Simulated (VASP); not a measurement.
# Na (Im-3m) in VASP: notebook

Na is run at these levels: LDA; tasks: single point, relaxation of volume and atoms at fixed shape.

All numbers are computed with VASP 6.6.1; they aren't measurements. Logs are shortened: lines on timing, memory, paths and dates and some standing lists are left out, and cuts for length are marked.

## Step 1: The cell of the first run

It takes space group Im-3m (No. 229, cubic). The conventional cell has a = 4.056 Å, b = 4.056 Å, c = 4.056 Å, α = 90.00°, β = 90.00°, γ = 90.00°. Within 4.6 Å of Na (site symmetry m-3m) lie 14 Na at 3.51 to 4.06 Å.

## Step 2: Single point, LDA

Input file INCAR:

```
SYSTEM = Na
ALGO = Normal
EDIFF = 1E-7
ENCUT = 520
GGA = CA
ISIF = 2
ISMEAR = -1
LASPH = .TRUE.
LCHARG = .TRUE.
LELF = .TRUE.
LREAL = .FALSE.
LVHAR = .TRUE.
LWAVE = .FALSE.
NBANDS = 10
NELM = 60
PREC = Accurate
SIGMA = 0.02
```

Input file KPOINTS:

```
k-points
0
G
  7 7 7
  0 0 0
```

Input file POSCAR:

```
Na
1.0
   -2.0282455147      2.0282455147      2.0282455147
    2.0282455147     -2.0282455147      2.0282455147
    2.0282455147      2.0282455147     -2.0282455147
Na
1
Direct
    0.0000000000      0.0000000000      0.0000000000
```

Potentials or basis: VASP PAW LDA potentials, release 64 (Na_pv).

Run with:

```console
$ cat potpaw_LDA.64/Na_pv/POTCAR > POTCAR
$ mpirun -np 1 vasp_std > vasp.out
```

OUTCAR:

```text
SYSTEM = Na
   EDIFF = 1E-7
   ENCUT = 520
   GGA = CA
   ISIF = 2
   ISMEAR = -1
   LASPH = .TRUE.
   LREAL = .FALSE.
   NELM = 60
   PREC = Accurate

 ion  position               nearest neighbor table
   1  0.000  0.000  0.000-

  LATTYP: Found a body centered cubic cell.
 ALAT       =     4.0564910294

  Lattice vectors:

 A1 = (  -2.0282455147,   2.0282455147,   2.0282455147)
 A2 = (   2.0282455147,  -2.0282455147,   2.0282455147)
 A3 = (   2.0282455147,   2.0282455147,  -2.0282455147)

Analysis of symmetry for initial positions (statically):
=====================================================================
 Subroutine PRICEL returns:
 Original cell was already a primitive cell.

 Routine SETGRP: Setting up the symmetry group for a
 body centered cubic supercell.

 Subroutine GETGRP returns: Found 48 space group operations
 (whereof 48 operations were pure point group operations)
 out of a pool of 48 trial point group operations.

The static configuration has the point symmetry O_h .

Analysis of symmetry for dynamics (positions and initial velocities):
=====================================================================
 Subroutine PRICEL returns:
 Original cell was already a primitive cell.

 Routine SETGRP: Setting up the symmetry group for a
 body centered cubic supercell.

 Subroutine GETGRP returns: Found 48 space group operations
 (whereof 48 operations were pure point group operations)
 out of a pool of 48 trial point group operations.

The dynamic configuration has the point symmetry O_h .

 Subroutine INISYM returns: Found 48 space group operations
 (whereof 48 operations are pure point group operations),
 and found     1 'primitive' translations

----------------------------------------------------------------------------------------

                                     Primitive cell

  volume of cell :      33.3750

  direct lattice vectors                    reciprocal lattice vectors
    -2.028245515  2.028245515  2.028245515     0.000000000  0.246518479  0.246518479
     2.028245515 -2.028245515  2.028245515     0.246518479  0.000000000  0.246518479
     2.028245515  2.028245515 -2.028245515     0.246518479  0.246518479  0.000000000

  length of vectors
     3.513024282  3.513024282  3.513024282     0.348629777  0.348629777  0.348629777
[... 74 lines left out ...]
   EDIFF  = 0.1E-06   stopping-criterion for ELM
   LREAL  =      F    real-space projection
   EDIFFG = 0.1E-05   stopping-criterion for IOM
   NSW    =      0    number of steps for IOM
   IBRION =     -1    ionic relax: 0-MD 1-quasi-New 2-CG
   NFREE  =      0    steps in history (QN), initial steepest desc. (CG)
   ISIF   =      2    stress and relaxation
   ISYM   =      2    0-nonsym 1-usesym 2-fastsym
   POTIM  = 0.5000    time-step for ionic-motion
   TEBEG  =    0.0;   TEEND  =   0.0 temperature during run
   PSTRESS=    0.0 pullay stress
   NELECT =       7.0000    total number of electrons
   NUPDOWN=      -1.0000    fix difference up-down
   EMIN   =  10.00;   EMAX   =-10.00  energy-range for DOS
   EFERMI =   0.00;   METHOD = LEGACY
   ISMEAR =    -1;   SIGMA  =   0.02  broadening in eV -4-tet -1-fermi 0-gaus
   EFERMI_NEDOS =   21; number of points for ismear=-14 and -15
   IALGO  =     38    algorithm
   IMIX   =      4    mixing-type and parameters
     AMIX     =   0.40;   BMIX     =  1.00
     AMIX_MAG =   1.60;   BMIX_MAG =  1.00
  volume/ion in A,a.u.               =      33.38       225.23
  Fermi-wavevector in a.u.,A,eV,Ry     =   0.972673  1.838086 12.872381  0.946093
  Thomas-Fermi vector in A             =   2.102991
   LORBIT       =      0    0 simple, 1 ext, 2 COOP (PROOUT), +10 PAW based schemes
   GGA     = CA    functional components
   LHFCALC =     F    Hartree Fock is set to
   AEXX    =    0.0000 exact exchange contribution
   IVDW    =     0    specifies the selected vdW correction
   LEPSILON=     F    determine dielectric tensor
   LRPA    =     F    only Hartree local field effects (RPA)
 non-spin polarized calculation
  energy-cutoff  :      520.00
  volume of cell :       33.38
 maximum number of plane-waves:       935
 NGX is ok and might be reduce to    28
   NGX = 13   NGY = 13   NGZ = 13

 number of electron       7.0000010 magnetization

 Free energy of the ion-electron system (eV)
  ---------------------------------------------------
  ext. energy  EPLUGINS =         0.00000000
  ---------------------------------------------------
  free energy    TOTEN  =        -1.45543239 eV

  energy without entropy =       -1.45363897  energy(sigma->0) =       -1.45453568

 E-fermi :   0.3568     XC(G=0):  -7.0295

 val. band max:        0.3235291551   @ k =  -0.2857   0.4286   0.1429
 cond. band min:       0.6790080595   @ k =  -0.4286   0.4286   0.1429
 fundamental gap:      0.3554789044
 Fermi energy:         0.3568251003

 k-point     1 :       0.0000    0.0000    0.0000
  band No.  band energies     occupation
      1     -24.3968      2.00000
      2     -24.3968      2.00000
      3     -24.3968      2.00000
      4      -3.0424      2.00000
      5      12.7923      0.00000
      6      12.7923      0.00000
      7      12.7923      0.00000
      8      13.9652      0.00000
      9      13.9652      0.00000
     10      14.6724      0.00000
[... 235 lines left out ...]
 k-point    20 :      -0.4286    0.4286    0.4286
  band No.  band energies     occupation
      1     -24.4342      2.00000
      2     -24.4325      2.00000
      3     -24.4325      2.00000
      4       3.4413      0.00000
      5       5.4046      0.00000
      6       5.8405      0.00000
      7       5.8405      0.00000
      8       7.0712      0.00000
      9       9.7276      0.00000
     10      19.3101      0.00000

------------------------ aborting loop because EDIFF is reached ----------------------------------------

  FORCE on cell =-STRESS in cart. coord.  units (eV):
  Direction    XX          YY          ZZ          XY          YZ          ZX
  --------------------------------------------------------------------------------------
  -------------------------------------------------------------------------------------
  Total       -0.0084431     -0.0084431     -0.0084431     -0.0000000     -0.0000000      0.0000000
  in kB       -0.4053118     -0.4053118     -0.4053118     -0.0000000     -0.0000000      0.0000000
  external PRESSURE =      -0.4053118 kB  Pullay stress =       0.0000000 kB

 VOLUME and BASIS-vectors are now :
 -----------------------------------------------------------------------------
  energy-cutoff  :      520.00
  volume of cell :       33.38
      direct lattice vectors                 reciprocal lattice vectors
    -2.028245515  2.028245515  2.028245515     0.000000000  0.246518479  0.246518479
     2.028245515 -2.028245515  2.028245515     0.246518479  0.000000000  0.246518479
     2.028245515  2.028245515 -2.028245515     0.246518479  0.246518479  0.000000000

 POSITION                                       TOTAL-FORCE (eV/Angst)
 -----------------------------------------------------------------------------------
      0.00000      0.00000      0.00000        -0.000000     -0.000000      0.000000
 -----------------------------------------------------------------------------------
    total drift:                                0.000000     -0.000000      0.000000

  FREE ENERGIE OF THE ION-ELECTRON SYSTEM (eV)
  ---------------------------------------------------
  free  energy   TOTEN  =        -1.4554323919 eV

  energy  without entropy=       -1.4536389657  energy(sigma->0) =       -1.45453568
```

OSZICAR:

```text
N       E                     dE             d eps       ncg     rms          rms(c)
DAV:   1     0.275310567528E+02    0.27531E+02   -0.37771E+03   400   0.577E+02
DAV:   2    -0.930375488713E+00   -0.28461E+02   -0.28359E+02   414   0.148E+02
DAV:   3    -0.145348024562E+01   -0.52310E+00   -0.52275E+00   486   0.220E+01
DAV:   4    -0.145757159493E+01   -0.40913E-02   -0.40911E-02   488   0.195E+00
DAV:   5    -0.145761524913E+01   -0.43654E-04   -0.43654E-04   452   0.197E-01    0.208E-01
DAV:   6    -0.145623162660E+01    0.13836E-02   -0.82008E-04   488   0.376E-01    0.135E-01
DAV:   7    -0.145544724814E+01    0.78438E-03   -0.11728E-03   458   0.377E-01    0.220E-02
DAV:   8    -0.145543206157E+01    0.15187E-04   -0.91393E-05   490   0.156E-01    0.255E-03
DAV:   9    -0.145543233681E+01   -0.27524E-06   -0.40852E-07   474   0.677E-03    0.108E-03
DAV:  10    -0.145543239194E+01   -0.55131E-07   -0.69373E-08   444   0.217E-03
   1 F= -.14554324E+01 E0= -.14545357E+01  d E =-.179343E-02
```

Wall time 9.6 s (1 thread of AMD EPYC 7R13, shared host); peak memory 0.1 GiB.

Results:

```yaml
Free_energy: -1.4554 eV
Pressure: 0.0 GPa
Band_gap_on_the_k_mesh: zero (an odd number of electrons rules out a gap without spin polarisation)
```

## Step 3: Relaxation of volume and atoms at fixed shape, LDA

This run uses another cell than the first one, of 39.26 Å³/atom.

Input file INCAR:

```
PREC     = Accurate       # precision mode
ENCUT    = 600            # plane-wave cutoff, eV
EDIFF    = 1E-6           # SCF threshold, eV
ISMEAR   = -1             # smearing method
SIGMA    = 0.02           # smearing width, eV
LREAL    = F              # projectors in reciprocal space
LASPH    = T              # aspherical terms in the spheres
NELM     = 80             # most SCF steps
ALGO     = Normal         # electronic algorithm
ISIF     = 8              # what is computed and relaxed
LWAVE    = F              # write WAVECAR
LCHARG   = F              # write CHGCAR
GGA      = CA             # functional
IBRION   = 2              # ionic algorithm
NSW      = 80             # ionic steps
EDIFFG   = -0.03          # ionic threshold
```

Input file KPOINTS:

```
regular mesh
0
Gamma
  7 7 7
```

Input file POSCAR:

```
Na
1.0
   -2.1410000000      2.1410000000      2.1410000000
    2.1410000000     -2.1410000000      2.1410000000
    2.1410000000      2.1410000000     -2.1410000000
Na
1
Direct
    0.0000000000      0.0000000000      0.0000000000
```

Potentials or basis: VASP PAW LDA potentials, release 64 (Na_pv).

Run with:

```console
$ cat potpaw_LDA.64/Na_pv/POTCAR > POTCAR
$ mpirun -np 1 vasp_std > vasp.out
```

OUTCAR:

```text
PREC = Accurate
   ENCUT = 600
   EDIFF = 1E-6
   ISMEAR = -1
   LREAL = F
   LASPH = T
   NELM = 80
   ISIF = 8
   GGA = CA
   IBRION = 2
   NSW = 80
   EDIFFG = -0.03

 ion  position               nearest neighbor table
   1  0.000  0.000  0.000-

  LATTYP: Found a body centered cubic cell.
 ALAT       =     4.2820000000

  Lattice vectors:

 A1 = (  -2.1410000000,   2.1410000000,   2.1410000000)
 A2 = (   2.1410000000,  -2.1410000000,   2.1410000000)
 A3 = (   2.1410000000,   2.1410000000,  -2.1410000000)

Analysis of symmetry for initial positions (statically):
=====================================================================
 Subroutine PRICEL returns:
 Original cell was already a primitive cell.

 Routine SETGRP: Setting up the symmetry group for a
 body centered cubic supercell.

 Subroutine GETGRP returns: Found 48 space group operations
 (whereof 48 operations were pure point group operations)
 out of a pool of 48 trial point group operations.

The static configuration has the point symmetry O_h .

Analysis of symmetry for dynamics (positions and initial velocities):
=====================================================================
 Subroutine PRICEL returns:
 Original cell was already a primitive cell.

 Routine SETGRP: Setting up the symmetry group for a
 body centered cubic supercell.

 Subroutine GETGRP returns: Found 48 space group operations
 (whereof 48 operations were pure point group operations)
 out of a pool of 48 trial point group operations.

The dynamic configuration has the point symmetry O_h .

 Subroutine INISYM returns: Found 48 space group operations
 (whereof 48 operations are pure point group operations),
 and found     1 'primitive' translations

----------------------------------------------------------------------------------------

                                     Primitive cell

  volume of cell :      39.2564

  direct lattice vectors                    reciprocal lattice vectors
    -2.141000000  2.141000000  2.141000000     0.000000000  0.233535731  0.233535731
     2.141000000 -2.141000000  2.141000000     0.233535731  0.000000000  0.233535731
     2.141000000  2.141000000 -2.141000000     0.233535731  0.233535731  0.000000000

[... 83 lines left out ...]
   ISYM   =      2    0-nonsym 1-usesym 2-fastsym
   POTIM  = 0.5000    time-step for ionic-motion
   TEBEG  =    0.0;   TEEND  =   0.0 temperature during run
   PSTRESS=    0.0 pullay stress
   NELECT =       7.0000    total number of electrons
   NUPDOWN=      -1.0000    fix difference up-down
   EMIN   =  10.00;   EMAX   =-10.00  energy-range for DOS
   EFERMI =   0.00;   METHOD = LEGACY
   ISMEAR =    -1;   SIGMA  =   0.02  broadening in eV -4-tet -1-fermi 0-gaus
   EFERMI_NEDOS =   21; number of points for ismear=-14 and -15
   IALGO  =     38    algorithm
   IMIX   =      4    mixing-type and parameters
     AMIX     =   0.40;   BMIX     =  1.00
     AMIX_MAG =   1.60;   BMIX_MAG =  1.00
  volume/ion in A,a.u.               =      39.26       264.91
  Fermi-wavevector in a.u.,A,eV,Ry     =   0.921448  1.741284 11.552251  0.849066
  Thomas-Fermi vector in A             =   2.046866
   LORBIT       =      0    0 simple, 1 ext, 2 COOP (PROOUT), +10 PAW based schemes
   GGA     = CA    functional components
   LHFCALC =     F    Hartree Fock is set to
   AEXX    =    0.0000 exact exchange contribution
   IVDW    =     0    specifies the selected vdW correction
   LEPSILON=     F    determine dielectric tensor
   LRPA    =     F    only Hartree local field effects (RPA)
 conjugate gradient relaxation of ions
 non-spin polarized calculation
  energy-cutoff  :      600.00
  volume of cell :       39.26
 maximum number of plane-waves:      1326
 NGX is ok and might be reduce to    30
   NGX = 15   NGY = 15   NGZ = 15

--------------------------------------- Ionic step        1  -------------------------------------------

 number of electron       6.9999996 magnetization

 Free energy of the ion-electron system (eV)
  ---------------------------------------------------
  ext. energy  EPLUGINS =         0.00000000
  ---------------------------------------------------
  free energy    TOTEN  =        -1.43160134 eV

  energy without entropy =       -1.42980707  energy(sigma->0) =       -1.43070420

 E-fermi :  -0.0947     XC(G=0):  -6.5702

 val. band max:       -0.1283291829   @ k =  -0.2857   0.4286   0.1429
 cond. band min:       0.1959810385   @ k =  -0.4286   0.4286   0.1429
 fundamental gap:      0.3243102215
 Fermi energy:        -0.0946594908

 k-point     1 :       0.0000    0.0000    0.0000
  band No.  band energies     occupation
      1     -24.9874      2.00000
      2     -24.9874      2.00000
      3     -24.9874      2.00000
      4      -3.1568      2.00000
      5      11.2901      0.00000
      6      11.2901      0.00000
      7      11.2901      0.00000
[... 257 lines left out ...]
--------------------------------------- Ionic step        3  -------------------------------------------

 number of electron       6.9999996 magnetization

 Free energy of the ion-electron system (eV)
  ---------------------------------------------------
  ext. energy  EPLUGINS =         0.00000000
  ---------------------------------------------------
  free energy    TOTEN  =        -1.45602410 eV

  energy without entropy =       -1.45423068  energy(sigma->0) =       -1.45512739

 E-fermi :   0.3626     XC(G=0):  -7.0351

 val. band max:        0.3292974912   @ k =  -0.2857   0.4286   0.1429
 cond. band min:       0.6851522185   @ k =  -0.4286   0.4286   0.1429
 fundamental gap:      0.3558547273
 Fermi energy:         0.3625894191

 k-point     1 :       0.0000    0.0000    0.0000
  band No.  band energies     occupation
      1     -24.3898      2.00000
      2     -24.3898      2.00000
      3     -24.3898      2.00000
      4      -3.0407      2.00000
      5      12.8108      0.00000
      6      12.8108      0.00000
      7      12.8108      0.00000
[... 216 lines left out ...]
  FREE ENERGIE OF THE ION-ELECTRON SYSTEM (eV)
  ---------------------------------------------------
  free  energy   TOTEN  =        -1.4560240980 eV

  energy  without entropy=       -1.4542306831  energy(sigma->0) =       -1.45512739

 reached required accuracy - stopping structural energy minimisation
```

OSZICAR:

```text
N       E                     dE             d eps       ncg     rms          rms(c)
DAV:   1     0.217420955496E+02    0.21742E+02   -0.40476E+03   280   0.915E+02
DAV:   2    -0.958625712127E+00   -0.22701E+02   -0.22700E+02   280   0.142E+02
DAV:   3    -0.142917528047E+01   -0.47055E+00   -0.47055E+00   399   0.303E+01
[... 19 lines left out ...]
DAV:   3    -0.146674216638E+01    0.14929E+00   -0.20725E-01   280   0.921E+00    0.313E-01
DAV:   4    -0.145643514003E+01    0.10307E-01   -0.54774E-03   280   0.177E+00    0.268E-02
DAV:   5    -0.145603318599E+01    0.40195E-03   -0.93275E-04   280   0.712E-01    0.112E-02
DAV:   6    -0.145602444513E+01    0.87409E-05   -0.19043E-05   329   0.790E-02    0.479E-04
DAV:   7    -0.145602409799E+01    0.34715E-06   -0.74859E-07   140   0.178E-02
   3 F= -.14560241E+01 E0= -.14551274E+01  d E =-.244228E-01
```

Run time: 15 s. Hardware: 1 thread of AMD EPYC 7R13, shared host; peak memory 0.11 GiB.

What came out:

```
Free energy                           : -1.4560 eV
Relaxed volume                        : 33.31 Å³/atom
Relaxed cell                          : a = 3.511 Å, b = 3.511 Å, c = 3.511 Å, α = 109.47°, β = 109.47°, γ = 109.47°
Space group after relaxing (to 0.1 Å) : Im-3m (No. 229)
Energy gained by relaxing             : 24.4 meV/atom
Ionic steps                           : 3
Pressure after relaxing               : -0.1 GPa
Band gap on the k mesh                : zero (an odd number of electrons rules out a gap without spin polarisation)
```

Step by step:
```tsv
step	energy change (eV)	largest force (eV/Å)	pressure (GPa)	volume (Å³)
1	0.0000	0.0000	-1.13	39.26
2	-0.0099	0.0000	-0.94	37.71
3	-0.0244	0.0000	-0.08	33.31
```

Final structure:
```
Na
1.0
    -2.02696    2.02696    2.02696
     2.02696   -2.02696    2.02696
     2.02696    2.02696   -2.02696
Na
1
Direct
  0.00000 0.00000 0.00000
```

Caveat: the volume moved by over 15 % at a fixed basis, so the end points are rough. LDA usually gives volumes a few per cent too small.

The gap in the log of VASP goes by the Fermi energy; the results here count the filled bands.